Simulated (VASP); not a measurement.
# HC12 (a cell with a defect) in VASP: a series of runs, part 2 of 2

VASP 6.6.1. Earlier steps stand in the parts before.

## (4) Single point, LDA

Contents of INCAR:

```
SYSTEM = HC12
ALGO = Normal ; EDIFF = 1E-7
ENCUT = 520 ; ISIF = 2
ISMEAR = 0 ; LASPH = .TRUE.
LCHARG = .FALSE. ; LREAL = .FALSE.
LWAVE = .FALSE. ; NBANDS = 36
NELECT = 48.0 ; NELM = 80
PREC = Accurate ; SIGMA = 0.05
```

Contents of KPOINTS:

```
k-points
0
G
  6 6 6
  0 0 0
```

Contents of POSCAR:

```
HC12
1.0
    1.7657489870     -3.5314979740     -1.7657489870
    3.5314979740     -1.7657489870      1.7657489870
   -1.7657489870     -3.5314979740      1.7657489870
C H
12 1
Direct
    0.2500000000      1.0000000000      0.2500000000
    0.0833333333      0.3333333333      0.7500000000
    0.9166666667      0.6666666667      0.2500000000
    0.7500000000      1.0000000000      0.7500000000
    0.5833333333      0.3333333333      0.2500000000
    0.4166666667      0.6666666667      0.7500000000
    0.9583333333      0.3333333333      0.1250000000
    0.7916666667      0.6666666667      0.6250000000
    0.6250000000      1.0000000000      0.1250000000
    0.4583333333      0.3333333333      0.6250000000
    0.2916666667      0.6666666667      0.1250000000
    0.1250000000      1.0000000000      0.6250000000
    1.2777777778      0.1944444444      0.5833333333
```

On the command line:

```console
> cat potpaw_LDA.64/C/POTCAR potpaw_LDA.64/H/POTCAR > POTCAR
> mpirun -np 1 vasp_std > vasp.out
```

Run time: 2.1 min. Hardware: 1 thread of AMD EPYC 9R45 (Zen 5), shared host; peak memory 0.25 GiB.

It converged, with:

```yaml
Free_energy: -130.3785 eV
Largest_force: 15.432 eV/Å
```

Forces on the atoms (eV/Å):
```
C     0.236   0.647  -0.513
C    -1.984  -1.942  15.180
C     0.338   0.241  -0.266
C    -0.270  -0.406   0.582
C     0.789   0.468  -0.552
C    -0.404  -0.351   0.569
C    -0.624  -0.672  -0.100
C     0.287   0.419  -0.593
C    -0.039  -0.082  -0.168
C     2.750  -3.067  -1.238
C    -0.210  -0.114   0.247
C    -2.959   2.732  -1.199
H     2.090   2.126 -11.948
```

Levels at points of the mesh, in eV from the Fermi level:
| k point | band 20 | band 21 | band 22 | band 23 | band 24 | band 25 | band 26 | band 27 | band 28 | band 29 |
| --- | --- | --- | --- | --- | --- | --- | --- | --- | --- | --- |
| (0.00, 0.00, 0.00) | -3.50 | -3.32 | -0.52 | -0.39 | -0.26 | 3.99 | 5.02 | 5.14 | 5.59 | 6.32 |
| (0.50, 0.00, 0.00) | -4.87 | -4.56 | -4.50 | -2.77 | -2.28 | 4.80 | 5.45 | 6.20 | 6.60 | 7.77 |
| (0.50, 0.50, 0.00) | -4.93 | -4.81 | -4.42 | -2.41 | -2.22 | 3.50 | 6.07 | 6.29 | 6.46 | 7.80 |
| (0.00, 0.50, 0.00) | -5.15 | -3.42 | -3.14 | -2.14 | -1.55 | 4.00 | 4.27 | 5.61 | 7.52 | 7.57 |
| (0.00, 0.00, 0.50) | -5.42 | -2.89 | -2.70 | -1.70 | -1.69 | 5.15 | 6.41 | 6.74 | 6.98 | 7.04 |
| (0.50, 0.00, 0.50) | -4.18 | -3.95 | -3.64 | -3.16 | -3.09 | 3.98 | 4.26 | 4.97 | 5.83 | 6.44 |
| (0.50, 0.50, 0.50) | -4.04 | -3.80 | -3.64 | -3.17 | -3.15 | 3.11 | 4.49 | 5.30 | 5.81 | 7.15 |
| (0.00, 0.50, 0.50) | -4.88 | -4.77 | -4.50 | -4.16 | -4.11 | 4.80 | 5.18 | 5.91 | 6.11 | 6.24 |

Caveat: the cell carries a net charge on a neutralising background, which shifts energy and pressure; the cell is charged against a uniform background, so pressure and absolute levels hang on convention.

## (5) Single point, LDA

Contents of INCAR:

```
SYSTEM = HC12
ALGO = Normal
EDIFF = 1E-6
ENCUT = 520
ISIF = 2
ISMEAR = 0
LASPH = .True.
LCHARG = .True.
LELF = .True.
LREAL = .False.
LVHAR = .True.
LWAVE = .False.
NBANDS = 36
NELECT = 48.0
NELM = 60
PREC = Accurate
SIGMA = 0.05
```

Contents of KPOINTS:

```
k-points
0
Gamma
  6 6 6
  0 0 0
```

Changes to POSCAR since step 4:

```diff
@@ -20,2 +20,2 @@
     0.1250000000      1.0000000000      0.6250000000
-    1.2777777778      0.1944444444      0.5833333333
+    1.1250000000      0.2500000000      0.3750000000
```

On the command line:

```console
> cat potpaw_LDA.64/C/POTCAR potpaw_LDA.64/H/POTCAR > POTCAR
> mpirun -np 1 vasp_std > vasp.out
```

It took 2 min on 1 thread of AMD EPYC 9R45 (Zen 5), shared host; peak memory 0.25 GiB.

The run converged. Its results:

| Item | Value |
| --- | --- |
| Free energy | -131.5414 eV |
| Largest force | 5.193 eV/Å |

Forces in eV/Å, atoms in the order of the input:
```
C   -1.288  1.330 -4.851
C    0.075 -1.197  0.323
C    0.899 -0.054  0.714
C    0.105  0.367 -0.028
C    0.018 -0.499  0.050
C    0.352 -0.097 -0.233
C    1.155  2.444  0.645
C   -0.030 -0.273  0.697
C    0.443 -0.221 -0.877
C   -0.052 -0.197  0.111
C   -0.094  0.611 -0.021
C   -2.380 -1.299  0.890
H    0.797 -0.916  2.581
```

Levels at points of the mesh, in eV from the Fermi level:
| k point | band 21 | band 22 | band 23 | band 24 | band 25 | band 26 | band 27 | band 28 |
| --- | --- | --- | --- | --- | --- | --- | --- | --- |
| (0.00, 0.00, 0.00) | -3.16 | -0.40 | -0.37 | -0.28 | 3.65 | 5.21 | 5.27 | 5.69 |
| (0.50, 0.00, 0.00) | -4.70 | -4.41 | -2.68 | -2.17 | 4.07 | 5.72 | 6.06 | 6.57 |
| (0.50, 0.50, 0.00) | -4.70 | -4.44 | -2.67 | -2.14 | 4.55 | 5.76 | 6.01 | 6.41 |
| (0.00, 0.50, 0.00) | -3.25 | -3.18 | -1.85 | -1.55 | 3.09 | 4.41 | 6.62 | 7.05 |
| (0.00, 0.00, 0.50) | -2.59 | -2.28 | -1.96 | -1.87 | 3.66 | 6.57 | 6.99 | 7.08 |
| (0.50, 0.00, 0.50) | -3.87 | -3.75 | -3.17 | -3.10 | 2.64 | 4.39 | 5.24 | 5.77 |
| (0.50, 0.50, 0.50) | -3.87 | -3.78 | -3.19 | -3.10 | 2.76 | 4.39 | 5.46 | 5.89 |
| (0.00, 0.50, 0.50) | -4.56 | -4.42 | -4.19 | -4.14 | 3.03 | 5.75 | 5.91 | 6.02 |

Caveat: the cell carries a net charge on a neutralising background, which shifts energy and pressure; the cell is charged against a uniform background, so pressure and absolute levels hang on convention.

## (6) Single point, LDA

Contents of INCAR:

```
ALGO = Normal
EDIFF = 1E-6
ENCUT = 520
GGA = CA
ISIF = 2
ISMEAR = 0
LASPH = T
LCHARG = F
LREAL = F
LWAVE = F
NBANDS = 36
NELECT = 48.0
NELM = 100
PREC = Accurate
SIGMA = 0.05
```

Contents of KPOINTS:

```
k-points
0
Gamma
  6 6 6
```

Changes to POSCAR since step 5:

```diff
@@ -20,2 +20,2 @@
     0.1250000000      1.0000000000      0.6250000000
-    1.1250000000      0.2500000000      0.3750000000
+    1.2361111111      0.1944444444      0.5416666667
```

Potentials or basis: VASP PAW LDA potentials, release 64 (C, H).

On the command line:

```console
> cat potpaw_LDA.64/C/POTCAR potpaw_LDA.64/H/POTCAR > POTCAR
> mpirun -np 1 vasp_std > vasp.out
```

It took 2.5 min on 1 thread of Intel Xeon Platinum 8488C (Sapphire Rapids), shared host; peak memory 0.28 GiB.

Results (log left out):

- Free energy: -131.0351 eV
- Largest force: 9.622 eV/Å

Forces on the atoms (eV/Å):
```
C    0.385  1.398 -1.152
C    0.118 -4.172  8.670
C    0.406  0.264 -0.229
C   -0.064 -0.084  0.709
C    0.649  0.224 -0.405
C   -0.143 -0.458  0.358
C   -0.803 -0.303  0.015
C    0.270  0.361 -0.129
C    0.103 -0.164 -0.362
C    1.425 -1.574 -0.571
C   -0.192 -0.099  0.199
C   -5.150  2.747 -1.366
H    2.996  1.860 -5.737
```

Levels at points of the mesh, in eV from the Fermi level:
| k point | band 21 | band 22 | band 23 | band 24 | band 25 | band 26 | band 27 | band 28 |
| --- | --- | --- | --- | --- | --- | --- | --- | --- |
| (0.00, 0.00, 0.00) | -3.18 | -0.47 | -0.33 | -0.23 | 4.09 | 5.14 | 5.23 | 5.52 |
| (0.50, 0.00, 0.00) | -4.56 | -4.44 | -2.83 | -2.19 | 4.69 | 5.91 | 6.16 | 6.72 |
| (0.50, 0.50, 0.00) | -4.76 | -4.38 | -2.46 | -2.13 | 3.63 | 6.01 | 6.17 | 6.63 |
| (0.00, 0.50, 0.00) | -3.34 | -3.11 | -1.92 | -1.62 | 3.83 | 4.31 | 5.57 | 7.51 |
| (0.00, 0.00, 0.50) | -2.82 | -2.43 | -1.74 | -1.71 | 5.02 | 6.55 | 6.72 | 7.04 |
| (0.50, 0.00, 0.50) | -3.94 | -3.61 | -3.13 | -3.05 | 3.51 | 4.41 | 5.34 | 5.77 |
| (0.50, 0.50, 0.50) | -3.72 | -3.65 | -3.15 | -3.10 | 3.34 | 4.45 | 5.49 | 5.76 |
| (0.00, 0.50, 0.50) | -4.64 | -4.42 | -4.15 | -4.10 | 4.42 | 5.22 | 6.00 | 6.10 |

Caveat: the cell carries a net charge on a neutralising background, which shifts energy and pressure; the cell is charged against a uniform background, so pressure and absolute levels hang on convention.
